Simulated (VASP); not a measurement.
Runs of VASP 6.6.1 on Si. The structure is that of space group P6_3/mmc (No. 194), or close to it. The cells are those of the table. 

```csv
cell,gap on the mesh (eV),pressure (GPa)
"a = 2.799, b = 2.799, c = 4.506 Å, angles 90.0, 90.0, 120.0°, 2 atoms",none,-7.6
"a = 2.732, b = 2.732, c = 4.506 Å, angles 90.0, 90.0, 120.0°, 2 atoms",none,(b)
"a = 2.799, b = 2.799, c = 4.619 Å, angles 90.0, 90.0, 120.0°, 2 atoms",none,-8.8
"a = 2.732, b = 2.732, c = 4.619 Å, angles 90.0, 90.0, 120.0°, 2 atoms",none,-6.3
"a = 2.799, b = 2.799, c = 4.732 Å, angles 90.0, 90.0, 120.0°, 2 atoms",none,-9.8
"a = 2.799, b = 2.799, c = 4.394 Å, angles 90.0, 90.0, 120.0°, 2 atoms",none,-6.1
"a = 2.732, b = 2.732, c = 4.732 Å, angles 90.0, 90.0, 120.0°, 2 atoms",none,(a)
"a = 2.799, b = 2.799, c = 4.281 Å, angles 90.0, 90.0, 120.0°, 2 atoms",none,-4.0
```

Alike in all rows: task single point; level r2SCAN; potentials or basis VASP PAW PBE potentials, release 64 (Si); no spin polarisation; k mesh 24 × 24 × 10; cutoff (eV) 520; smearing gaussian 0.15 eV.

Estimate the missing entries.

(a) -7.5; (b) -4.8.

Caveats: the PAW data sets were made with another functional, which shifts forces and pressure a little.

A gap of «none» marks levels without a gap at the run's occupations.
